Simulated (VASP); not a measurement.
# MnO (Fm-3m) in VASP: further runs

MnO is run at these levels: PBE; tasks: single point.

All numbers are computed with VASP 6.6.1; they aren't measurements. Logs are shortened: lines on timing, memory, paths and dates and some standing lists are left out, and cuts for length are marked.

**1. The cell of the first run**

It takes space group Fm-3m (No. 225, cubic). The conventional cell has a = 4.444 Å, b = 4.444 Å, c = 4.444 Å, α = 90.00°, β = 90.00°, γ = 90.00°. Mn (site symmetry m-3m) has 6 O at 2.22 Å within 2.9 Å. O (site symmetry m-3m) has 6 Mn at 2.22 Å within 2.9 Å.

**2. Single point, PBE, collinear spin, ferromagnetic start**

INCAR reads:

```
PREC = Accurate
ENCUT = 520
EDIFF = 1E-6
ISMEAR = 0
SIGMA = 0.011
LREAL = False
LASPH = True
NELM = 150
ALGO = Normal
ISIF = 2
LWAVE = False
LCHARG = False
ISPIN = 2
MAGMOM = 4 0
LORBIT = 11
LMAXMIX = 4
GGA = PE
NBANDS = 20
```

KPOINTS reads:

```
regular mesh
0
Gamma
  10 10 10
```

POSCAR reads:

```
MnO
1.0
    0.0000000000      2.2220003300      2.2220003300
    2.2220003300      0.0000000000      2.2220003300
    2.2220003300      2.2220003300      0.0000000000
Mn O
1 1
Direct
    0.0000000000      0.0000000000      0.0000000000
    0.5000000000      0.5000000000      0.5000000000
```

Potentials or basis: VASP PAW PBE potentials, release 64 (Mn_pv, O).

On the command line:

```console
$ cat potpaw_PBE.64/Mn_pv/POTCAR potpaw_PBE.64/O/POTCAR > POTCAR
$ mpirun -np 1 vasp_std > vasp.out
```

OUTCAR:

```text
PREC = Accurate
   ENCUT = 520
   EDIFF = 1E-6
   ISMEAR = 0
   LREAL = False
   LASPH = True
   NELM = 150
   ISIF = 2
   ISPIN = 2
   LORBIT = 11
   GGA = PE

 ion  position               nearest neighbor table
   1  0.000  0.000  0.000-   2 2.22   2 2.22   2 2.22   2 2.22   2 2.22   2 2.22
   2  0.500  0.500  0.500-   1 2.22   1 2.22   1 2.22   1 2.22   1 2.22   1 2.22

  LATTYP: Found a face centered cubic cell.
 ALAT       =     4.4440006600

  Lattice vectors:

 A1 = (   0.0000000000,   2.2220003300,   2.2220003300)
 A2 = (   2.2220003300,   0.0000000000,   2.2220003300)
 A3 = (   2.2220003300,   2.2220003300,   0.0000000000)

Analysis of symmetry for initial positions (statically):
=====================================================================
 Subroutine PRICEL returns:
 Original cell was already a primitive cell.

 Routine SETGRP: Setting up the symmetry group for a
 face centered cubic supercell.

 Subroutine GETGRP returns: Found 48 space group operations
 (whereof 48 operations were pure point group operations)
 out of a pool of 48 trial point group operations.

The static configuration has the point symmetry O_h .

Analysis of symmetry for dynamics (positions and initial velocities):
=====================================================================
 Subroutine PRICEL returns:
 Original cell was already a primitive cell.

 Routine SETGRP: Setting up the symmetry group for a
 face centered cubic supercell.

 Subroutine GETGRP returns: Found 48 space group operations
 (whereof 48 operations were pure point group operations)
 out of a pool of 48 trial point group operations.

The dynamic configuration has the point symmetry O_h .

Analysis of structural, dynamic, and magnetic symmetry:
=====================================================================
 Subroutine PRICEL returns:
 Original cell was already a primitive cell.

 Routine SETGRP: Setting up the symmetry group for a
 face centered cubic supercell.

 Subroutine GETGRP returns: Found 48 space group operations
 (whereof 48 operations were pure point group operations)
 out of a pool of 48 trial point group operations.

The overall configuration has the point symmetry O_h .

 Subroutine INISYM returns: Found 48 space group operations
 (whereof 48 operations are pure point group operations),
 and found     1 'primitive' translations

----------------------------------------------------------------------------------------

                                     Primitive cell

  volume of cell :      21.9413

  direct lattice vectors                    reciprocal lattice vectors
     0.000000000  2.222000330  2.222000330    -0.225022469  0.225022469  0.225022469
     2.222000330  0.000000000  2.222000330     0.225022469 -0.225022469  0.225022469
     2.222000330  2.222000330  0.000000000     0.225022469  0.225022469 -0.225022469

  length of vectors
     3.142383002  3.142383002  3.142383002     0.389750349  0.389750349  0.389750349

  position of ions in fractional coordinates (direct lattice)
     0.000000000  0.000000000  0.000000000
     0.500000000  0.500000000  0.500000000

  ion indices of the primitive-cell ions
   primitive index   ion index
                 1           1
                 2           2

----------------------------------------------------------------------------------------

 KPOINTS: regular mesh

Automatic generation of k-mesh.
 Grid dimensions read from file:
 generate k-points for:   10   10   10

 Generating k-lattice:

  Cartesian coordinates                     Fractional coordinates (reciprocal lattice)
    -0.022502247  0.022502247  0.022502247     0.100000000  0.000000000  0.000000000
     0.022502247 -0.022502247  0.022502247     0.000000000  0.100000000  0.000000000
     0.022502247  0.022502247 -0.022502247     0.000000000  0.000000000  0.100000000

  Length of vectors
     0.038975035  0.038975035  0.038975035

  Shift w.r.t. Gamma in fractional coordinates (k-lattice)
     0.000000000  0.000000000  0.000000000

 Subroutine IBZKPT returns following result:
 ===========================================

 Found     47 irreducible k-points:

 Following reciprocal coordinates:
            Coordinates               Weight
  0.000000  0.000000  0.000000      1.000000
  0.100000  0.000000  0.000000      8.000000
  0.200000  0.000000  0.000000      8.000000
  0.300000  0.000000  0.000000      8.000000
  0.400000  0.000000  0.000000      8.000000
  0.500000  0.000000  0.000000      4.000000
[... 16 lines left out ...]
  0.300000  0.300000  0.000000      6.000000
  0.400000  0.300000  0.000000     24.000000
 [... further k-points ...]
   k-points           NKPTS =     47   k-points in BZ     NKDIM =     47   number of bands    NBANDS=     20
   number of dos      NEDOS =    301   number of ions     NIONS =      2
   total plane-waves  NPLWV =  13824
   dimension x,y,z NGX =    24 NGY =   24 NGZ =   24
   dimension x,y,z NGXF=    48 NGYF=   48 NGZF=   48
   ions per type =               1   1
   NGX,Y,Z   is equivalent  to a cutoff of  12.70, 12.70, 12.70 a.u.
   NGXF,Y,Z  is equivalent  to a cutoff of  25.39, 25.39, 25.39 a.u.
 SYSTEM =  unknown system
   PREC   = accura    normal or accurate (medium, high low for compatibility)
   ISTART =      0    job   : 0-new  1-cont  2-samecut
   ICHARG =      2    charge: 1-file 2-atom 10-const
   ISPIN  =      2    spin polarized calculation?
   LNONCOLLINEAR =      F non collinear calculations
   LSORBIT =      F    spin-orbit coupling
   LASPH  =      T    aspherical Exc in radial PAW
   ENCUT  =  520.0 eV  38.22 Ry    6.18 a.u.   5.84  5.84  5.84*2*pi/ulx,y,z
   NELM   =    150;   NELMIN=  2; NELMDL= -5     # of ELM steps
   EDIFF  = 0.1E-05   stopping-criterion for ELM
   LREAL  =      F    real-space projection
   EDIFFG = 0.1E-04   stopping-criterion for IOM
   NSW    =      0    number of steps for IOM
   IBRION =     -1    ionic relax: 0-MD 1-quasi-New 2-CG
   NFREE  =      0    steps in history (QN), initial steepest desc. (CG)
   ISIF   =      2    stress and relaxation
   ISYM   =      2    0-nonsym 1-usesym 2-fastsym
   POTIM  = 0.5000    time-step for ionic-motion
   TEBEG  =    0.0;   TEEND  =   0.0 temperature during run
   PSTRESS=    0.0 pullay stress
   NELECT =      19.0000    total number of electrons
   NUPDOWN=      -1.0000    fix difference up-down
   EMIN   =  10.00;   EMAX   =-10.00  energy-range for DOS
   EFERMI =   0.00;   METHOD = LEGACY
   ISMEAR =     0;   SIGMA  =   0.01  broadening in eV -4-tet -1-fermi 0-gaus
   EFERMI_NEDOS =   21; number of points for ismear=-14 and -15
   IALGO  =     38    algorithm
   IMIX   =      4    mixing-type and parameters
     AMIX     =   0.40;   BMIX     =  1.00
     AMIX_MAG =   1.60;   BMIX_MAG =  1.00
  volume/ion in A,a.u.               =      10.97        74.03
  Fermi-wavevector in a.u.,A,eV,Ry     =   1.560409  2.948746 33.128523  2.434878
  Thomas-Fermi vector in A             =   2.663626
   LORBIT       =     11    0 simple, 1 ext, 2 COOP (PROOUT), +10 PAW based schemes
   GGA     = PE    functional components
   LHFCALC =     F    Hartree Fock is set to
   AEXX    =    0.0000 exact exchange contribution
   IVDW    =     0    specifies the selected vdW correction
   LEPSILON=     F    determine dielectric tensor
   LRPA    =     F    only Hartree local field effects (RPA)
 spin polarized calculation
 Gauss-broadening in eV      SIGMA  =   0.01
  energy-cutoff  :      520.00
  volume of cell :       21.94
 maximum number of plane-waves:       609
   NGX = 11   NGY = 11   NGZ = 11

 number of electron      18.9999992 magnetization       4.8020729

 Free energy of the ion-electron system (eV)
  ---------------------------------------------------
  ext. energy  EPLUGINS =         0.00000000
  ---------------------------------------------------
  free energy    TOTEN  =       -16.40220117 eV

  energy without entropy =      -16.40205544  energy(sigma->0) =      -16.40212831

 E-fermi :   7.5492     XC(G=0): -11.8659

 val. band max:        7.5490624604   @ k =  -0.3000   0.1000   0.0000
 cond. band min:       7.5526118384   @ k =   0.5000   0.1000   0.0000
 fundamental gap:      0.0035493780
 Fermi energy:         7.5492122482

 spin component 1

 k-point     1 :       0.0000    0.0000    0.0000
  band No.  band energies     occupation
      1     -42.8144      1.00000
      2     -42.8144      1.00000
      3     -42.8144      1.00000
      4     -12.7175      1.00000
      5       3.8121      1.00000
      6       3.8121      1.00000
[... 12 lines left out ...]
     19      27.2864      0.00000
     20      27.2864      0.00000
[... 507 lines left out ...]
 k-point    24 :       0.4000    0.3000    0.0000
  band No.  band energies     occupation
      1     -42.8611      1.00000
      2     -42.8342      1.00000
      3     -42.8323      1.00000
      4     -11.8893      1.00000
      5       0.3914      1.00000
      6       2.2869      1.00000
[... 12 lines left out ...]
     19      32.2856      0.00000
     20      34.0391      0.00000

 [... further k-points ...]

 spin component 2

 k-point     1 :       0.0000    0.0000    0.0000
  band No.  band energies     occupation
      1     -38.1248      1.00000
      2     -38.1248      1.00000
      3     -38.1248      1.00000
      4     -12.2663      1.00000
      5       4.2073      1.00000
      6       4.2073      1.00000
[... 12 lines left out ...]
     19      29.6542      0.00000
     20      29.6542      0.00000
[... 507 lines left out ...]
 k-point    24 :       0.4000    0.3000    0.0000
  band No.  band energies     occupation
      1     -38.1839      1.00000
      2     -38.1495      1.00000
      3     -38.1471      1.00000
      4     -11.4569      1.00000
      5       1.1717      1.00000
      6       3.0714      1.00000
[... 12 lines left out ...]
     19      33.3081      0.00000
     20      35.0738      0.00000

 [... further k-points ...]

------------------------ aborting loop because EDIFF is reached ----------------------------------------

  FORCE on cell =-STRESS in cart. coord.  units (eV):
  Direction    XX          YY          ZZ          XY          YZ          ZX
  --------------------------------------------------------------------------------------
  -------------------------------------------------------------------------------------
  Total        0.1076597      0.1076597      0.1076597      0.0000000     -0.0000000      0.0000000
  in kB        7.8614287      7.8614287      7.8614287      0.0000000     -0.0000000      0.0000000
  external PRESSURE =       7.8614287 kB  Pullay stress =       0.0000000 kB

 VOLUME and BASIS-vectors are now :
 -----------------------------------------------------------------------------
  energy-cutoff  :      520.00
  volume of cell :       21.94
      direct lattice vectors                 reciprocal lattice vectors
     0.000000000  2.222000330  2.222000330    -0.225022469  0.225022469  0.225022469
     2.222000330  0.000000000  2.222000330     0.225022469 -0.225022469  0.225022469
     2.222000330  2.222000330  0.000000000     0.225022469  0.225022469 -0.225022469

 POSITION                                       TOTAL-FORCE (eV/Angst)
 -----------------------------------------------------------------------------------
      0.00000      0.00000      0.00000         0.000000     -0.000000      0.000000
      2.22200      2.22200      2.22200        -0.000000      0.000000     -0.000000
 -----------------------------------------------------------------------------------
    total drift:                                0.000000     -0.000000     -0.000000

  FREE ENERGIE OF THE ION-ELECTRON SYSTEM (eV)
  ---------------------------------------------------
  free  energy   TOTEN  =       -16.4022011700 eV

  energy  without entropy=      -16.4020554444  energy(sigma->0) =      -16.40212831

 total charge

# of ion       s       p       d       tot
------------------------------------------
    1        0.203   6.177   4.975  11.355
    2        1.561   3.417   0.000   4.978
--------------------------------------------------
tot          1.763   9.594   4.975  16.333

 magnetization (x)

# of ion       s       p       d       tot
------------------------------------------
    1        0.034   0.026   4.294   4.354
    2        0.030   0.177   0.000   0.207
--------------------------------------------------
tot          0.064   0.203   4.294   4.561
```

Run time: 14 s. Hardware: 1 thread of Intel Xeon 6975P-C (Granite Rapids), shared host; peak memory 0.16 GiB.

What came out:

* Free energy: -16.4022 eV
* Pressure: 0.8 GPa
* Net moment: 4.80 μB per cell
* Site moments: Mn +4.35; O +0.21 μB
* Valence electrons inside the program's atomic spheres: Mn 11.36; O 4.98

Caveat: a cell with one magnetic atom can't hold antiferromagnetic order, which such compounds often take; semilocal functionals often make such compounds metallic where correlation or magnetic order opens a gap, which also shifts bond lengths.

**3. Single point, PBE, collinear spin, ferromagnetic start**

INCAR reads:

```
PREC = Accurate
ENCUT = 520
EDIFF = 1E-6
ISMEAR = -1
SIGMA = 0.05
LREAL = False
LASPH = True
NELM = 150
ALGO = Normal
ISIF = 2
LWAVE = False
LCHARG = True
ISPIN = 2
MAGMOM = 4 0
LORBIT = 11
LMAXMIX = 4
GGA = PE
LELF = True
LVHAR = True
NBANDS = 20
```

KPOINTS is that of step 2.

POSCAR is that of step 2.

Potentials or basis: VASP PAW PBE potentials, release 64 (Mn_pv, O).

On the command line:

```console
$ cat potpaw_PBE.64/Mn_pv/POTCAR potpaw_PBE.64/O/POTCAR > POTCAR
$ mpirun -np 1 vasp_std > vasp.out
```

OUTCAR:

```text
PREC = Accurate
   ENCUT = 520
   EDIFF = 1E-6
   ISMEAR = -1
   LREAL = False
   LASPH = True
   NELM = 150
   ISIF = 2
   ISPIN = 2
   LORBIT = 11
   GGA = PE

 ion  position               nearest neighbor table
   1  0.000  0.000  0.000-   2 2.22   2 2.22   2 2.22   2 2.22   2 2.22   2 2.22
   2  0.500  0.500  0.500-   1 2.22   1 2.22   1 2.22   1 2.22   1 2.22   1 2.22

  LATTYP: Found a face centered cubic cell.
 ALAT       =     4.4440006600

  Lattice vectors:

 A1 = (   0.0000000000,   2.2220003300,   2.2220003300)
 A2 = (   2.2220003300,   0.0000000000,   2.2220003300)
[... 1317 lines left out ...]

 VOLUME and BASIS-vectors are now :
 -----------------------------------------------------------------------------
  energy-cutoff  :      520.00
  volume of cell :       21.94
      direct lattice vectors                 reciprocal lattice vectors
     0.000000000  2.222000330  2.222000330    -0.225022469  0.225022469  0.225022469
     2.222000330  0.000000000  2.222000330     0.225022469 -0.225022469  0.225022469
     2.222000330  2.222000330  0.000000000     0.225022469  0.225022469 -0.225022469

 POSITION                                       TOTAL-FORCE (eV/Angst)
 -----------------------------------------------------------------------------------
      0.00000      0.00000      0.00000         0.000000     -0.000000     -0.000000
      2.22200      2.22200      2.22200        -0.000000      0.000000      0.000000
 -----------------------------------------------------------------------------------
    total drift:                                0.000000     -0.000000     -0.000000

  FREE ENERGIE OF THE ION-ELECTRON SYSTEM (eV)
  ---------------------------------------------------
  free  energy   TOTEN  =       -16.4060298054 eV

  energy  without entropy=      -16.3986941326  energy(sigma->0) =      -16.40236197

 total charge

# of ion       s       p       d       tot
------------------------------------------
    1        0.203   6.177   4.976  11.355
    2        1.561   3.417   0.000   4.977
--------------------------------------------------
tot          1.763   9.593   4.976  16.332

 magnetization (x)

# of ion       s       p       d       tot
------------------------------------------
    1        0.034   0.026   4.285   4.344
    2        0.030   0.175   0.000   0.205
--------------------------------------------------
tot          0.064   0.201   4.285   4.550
```

OSZICAR:

```text
N       E                     dE             d eps       ncg     rms          rms(c)
DAV:   1     0.168707562608E+03    0.16871E+03   -0.10296E+04  3784   0.112E+03
DAV:   2    -0.102583765134E+02   -0.17897E+03   -0.16655E+03  3896   0.327E+02
DAV:   3    -0.186599504785E+02   -0.84016E+01   -0.82963E+01  4244   0.760E+01
DAV:   4    -0.187229960179E+02   -0.63046E-01   -0.63032E-01  4344   0.680E+00
DAV:   5    -0.187235475124E+02   -0.55149E-03   -0.55149E-03  4188   0.636E-01    0.138E+01
DAV:   6    -0.167208107375E+02    0.20027E+01   -0.97169E+00  5136   0.343E+01    0.133E+01
DAV:   7    -0.164161490637E+02    0.30466E+00   -0.12760E+00  4320   0.162E+01    0.794E+00
DAV:   8    -0.164171614179E+02   -0.10124E-02   -0.11466E-01  4132   0.255E+00    0.473E+00
DAV:   9    -0.164031439736E+02    0.14017E-01   -0.42050E-02  3908   0.214E+00    0.126E+00
DAV:  10    -0.164052858137E+02   -0.21418E-02   -0.78432E-03  4116   0.102E+00    0.334E-01
DAV:  11    -0.164059256919E+02   -0.63988E-03   -0.11321E-03  4316   0.338E-01    0.129E-01
DAV:  12    -0.164060081609E+02   -0.82469E-04   -0.77195E-05  4212   0.110E-01    0.462E-02
DAV:  13    -0.164060221752E+02   -0.14014E-04   -0.15031E-05  4240   0.348E-02    0.309E-02
DAV:  14    -0.164060299724E+02   -0.77972E-05   -0.56368E-06  4160   0.192E-02    0.689E-03
DAV:  15    -0.164060298054E+02    0.16697E-06   -0.35723E-07  2308   0.549E-03
   1 F= -.16406030E+02 E0= -.16402362E+02  d E =-.733567E-02  mag=     4.7888
```

Run time: 15 s. Hardware: 1 thread of Intel Xeon 6975P-C (Granite Rapids), shared host; peak memory 0.16 GiB.

Results:

| Property | Result |
| --- | --- |
| Free energy | -16.4060 eV |
| Pressure | 0.6 GPa |
| Net moment | 4.79 μB per cell |
| Site moments | Mn +4.34; O +0.20 μB |
| Valence electrons inside the program's atomic spheres | Mn 11.36; O 4.98 |

Levels at points of the mesh, in eV from the Fermi level:
Spin up:
```csv
k point,band 9,band 10,band 11,band 12,band 13,band 14,band 15,band 16
"(0.00, 0.00, 0.00)",-3.22,-3.22,-2.70,-2.70,-0.52,13.96,16.34,16.34
"(0.50, 0.00, 0.00)",-2.33,-1.89,0.20,0.20,3.48,7.74,11.88,11.88
"(0.50, 0.50, 0.00)",-2.27,-2.06,-2.06,-1.92,5.02,7.82,10.41,13.66
```
Spin down:
```csv
k point,band 5,band 6,band 7,band 8,band 9,band 10
"(0.00, 0.00, 0.00)",-3.36,-3.36,-3.36,0.75,0.75,0.75
"(0.50, 0.00, 0.00)",-7.37,-4.85,-4.85,1.94,1.98,1.98
"(0.50, 0.50, 0.00)",-6.42,-4.34,-4.34,-0.83,1.96,2.17
```

Caveat: a cell with one magnetic atom can't hold antiferromagnetic order, which such compounds often take; semilocal functionals often make such compounds metallic where correlation or magnetic order opens a gap, which also shifts bond lengths. With open d or f shells a metallic result of PBE can be an artefact of self-interaction; +U or a hybrid may open a gap.

[end of part 1 of 2]
